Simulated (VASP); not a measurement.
Input of a VASP 6.6.1 run:

Contents of INCAR:

```
SYSTEM = Cu3Ge
PREC = Accurate ; ENCUT = 410
EDIFF = 1E-6 ; ISMEAR = -1
SIGMA = 0.1663 ; LREAL = Auto
LASPH = .True. ; NELM = 120
ALGO = Normal ; ISIF = 2
LWAVE = .False. ; LCHARG = .True.
GGA = PS ; LELF = .True.
LVHAR = .True. ; NBANDS = 108
ISYM = -1 ; GGA_COMPAT = .False.
```

KPOINTS

```
explicit points
1
Reciprocal
  0.25000000   0.25000000   0.25000000 1
```

The input POSCAR:

```
Cu3Ge
1.0
    5.8084680000      0.2175700000     -0.1413800000
    0.2175700000      6.0343640000     -0.1031110000
   -0.1413800000     -0.1031110000      6.2614650000
Cu Ge
12 4
Direct
    0.5100752743      0.8297684359      0.8979532259
    0.8285315569      0.6178399483      0.7505479766
    0.2301286773      0.6735170093      0.7163046675
    0.7389578284      0.6577434994      0.1669341676
    0.9824999791      0.8696116094      0.9644510302
    0.7961955724      0.2088696053      0.7671683678
    0.7576047063      0.1241535051      0.1613649115
    0.4883197797      0.3885130832      1.0393662862
    0.5319463690      0.4607038352      0.4671296910
    0.1783087627      0.1272180475      0.7216266278
    0.2741744630      0.7078548825      0.2307722570
    0.0186791723      0.3903042461      1.0522341852
   -0.0330903033      0.3641191624      0.4239810306
    0.5269999480      0.9037024885      0.4726473629
    0.9648476288      0.8904848623      0.4576203720
    0.3014738304      0.0767436304      0.0948168652
```

Potentials or basis: VASP PAW PBE potentials, release 64 (Cu, Ge_d).

The run is started by

```bash
$ cat potpaw_PBE.64/Cu/POTCAR potpaw_PBE.64/Ge_d/POTCAR > POTCAR
$ mpirun -np 1 vasp_std > vasp.out
```

**Question.** What does it give for the largest force?

**Answer.** 1.880 eV/Å.

**Question.** What does it give for the pressure?

**Answer.** 0.0 GPa.

Forces in eV/Å, atoms in the order of the input:
```
Cu   1.305  0.442 -0.533
Cu  -0.905 -1.274 -1.045
Cu  -0.438 -1.282 -1.048
Cu  -0.043  0.151  0.855
Cu   0.593  0.598  0.155
Cu  -1.425 -0.123 -0.089
Cu  -0.435 -0.615  0.778
Cu  -0.480  1.299 -1.081
Cu   0.112 -0.129 -0.094
Cu   1.392  0.252 -0.542
Cu  -0.131 -0.596 -0.174
Cu   1.180  0.342 -0.568
Ge  -0.068  0.337  1.225
Ge  -0.211  0.288  1.236
Ge   0.079 -0.372  0.020
Ge  -0.527  0.681  0.904
```

Caveat: the atoms stand as in a frame of molecular dynamics; the PAW data sets were made with another functional, which shifts forces and pressure a little.
